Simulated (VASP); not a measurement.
Wanted: the native input for a VASP 6.6.1 run.

* Task: single point
* Functional: PBE
* Dispersion: D3(BJ)
* Potentials or basis: VASP PAW PBE potentials, release 64 (W_sv, S)
* Cutoff: 520 eV
* k mesh: 12 × 12 × 3
* Occupations: gaussian, width 0.01 eV
* Spin: no spin polarisation
* Dipole correction: no
* Further INCAR settings: ALGO = Normal; EDIFF = 1e-07; NBANDS = 35

The structure of WS2 lies in POSCAR:

```
WS2
1.0
    3.1540936466      0.0000000000      0.0000000000
   -1.5770468233      2.7315252239      0.0000000000
    0.0000000000      0.0000000000     12.1409073931
W S
2 4
Direct
    0.3333333333      0.6666666667      0.2500000000
    0.6666666667      0.3333333333      0.7500000000
    0.3333333333      0.6666666667      0.6202953640
    0.6666666667      0.3333333333      0.1202953640
    0.3333333333      0.6666666667      0.8797046360
    0.6666666667      0.3333333333      0.3797046360
```

The input as run:

INCAR

```
SYSTEM = WS2
PREC     = Accurate       ! precision mode
ENCUT    = 520            ! plane-wave cutoff, eV
EDIFF    = 1E-7           ! SCF threshold, eV
ISMEAR   = 0              ! smearing method
SIGMA    = 0.01           ! smearing width, eV
LREAL    = .False.        ! projectors in reciprocal space
LASPH    = .True.         ! aspherical terms in the spheres
NELM     = 100            ! most SCF steps
ALGO     = Normal         ! electronic algorithm
ISIF     = 2              ! what is computed and relaxed
LWAVE    = .False.        ! write WAVECAR
LCHARG   = .True.         ! write CHGCAR
GGA      = PE             ! functional
IVDW     = 12             ! dispersion correction
LELF     = .True.         ! ELF
LVHAR    = .True.       
NBANDS   = 35             ! bands
```

KPOINTS

```
regular mesh
0
Gamma
  12 12 3
  0 0 0
```

Potentials or basis: VASP PAW PBE potentials, release 64 (W_sv, S).

Launch:

```bash
$ cat potpaw_PBE.64/W_sv/POTCAR potpaw_PBE.64/S/POTCAR > POTCAR
$ mpirun -np 1 vasp_std > vasp.out
```

Results of the run:

- Pressure: 0.0 GPa
- Band gap on the k mesh: 0.91 eV (least direct gap 1.83 eV)
- Dispersion energy per atom: -0.435 eV

Caveat: spin-orbit coupling is left out, which moves the levels of the heavy elements; an odd mesh through Γ misses points on the zone boundary, where band edges can lie.

Run time: 3.3 min on 1 thread of Intel Xeon 8259CL, on a shared host, peak memory 0.29 GiB.
